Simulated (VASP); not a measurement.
Here is a VASP 6.6.1 calculation.

INCAR

```
PREC     = Accurate       # precision mode
ENCUT    = 520            # plane-wave cutoff, eV
EDIFF    = 1E-7           # SCF threshold, eV
ISMEAR   = 0              # smearing method
SIGMA    = 0.1            # smearing width, eV
LREAL    = False          # projectors in reciprocal space
LASPH    = True           # aspherical terms in the spheres
NELM     = 100            # most SCF steps
ALGO     = Normal         # electronic algorithm
ISIF     = 2              # what is computed and relaxed
LWAVE    = False          # write WAVECAR
LCHARG   = True           # write CHGCAR
GGA      = PE             # functional
LELF     = True           # ELF
LVHAR    = True         
NBANDS   = 32             # bands
```

File KPOINTS:

```
Automatic mesh
0
Gamma
  12 12 4
```

File POSCAR:

```
GaAs2
1.0
    3.9306632722      0.0000000000      0.0000000000
   -1.9653316361      3.4040542474      0.0000000000
    0.0000000000      0.0000000000     11.4385889437
Ga As
2 4
Direct
    0.3333333333      0.6666666667      0.0829694968
    0.6666666667      0.3333333333      0.9170305032
    0.6666666667      0.3333333333      0.5568699325
    0.3333333333      0.6666666667      0.4431300675
    0.6666666667      0.3333333333      0.1635595097
    0.3333333333      0.6666666667      0.8364404903
```

Potentials or basis: VASP PAW PBE potentials, release 64 (Ga_d, As).

The run is started by

```sh
$ cat potpaw_PBE.64/Ga_d/POTCAR potpaw_PBE.64/As/POTCAR > POTCAR
$ mpirun -np 1 vasp_std > vasp.out
```

Task: Estimate the largest force.

Result: 0.049 eV/Å.

Task: Estimate the band gap on the k mesh.

Result: Zero (bands 23 and 24 overlap by 0.32 eV).

Task: What does it give for the pressure?

Result: 0.2 GPa.

Forces on the atoms (eV/Å):
```
Ga   0.000  0.000 -0.007
Ga   0.000  0.000  0.007
As   0.000  0.000  0.049
As   0.000  0.000 -0.049
As   0.000  0.000  0.037
As   0.000  0.000 -0.037
```

Caveat: semilocal functionals underestimate gaps, so a narrow gap can read as zero; this functional lacks dispersion, which binds the layers, so the pressure and a relaxed spacing across them are unreliable.
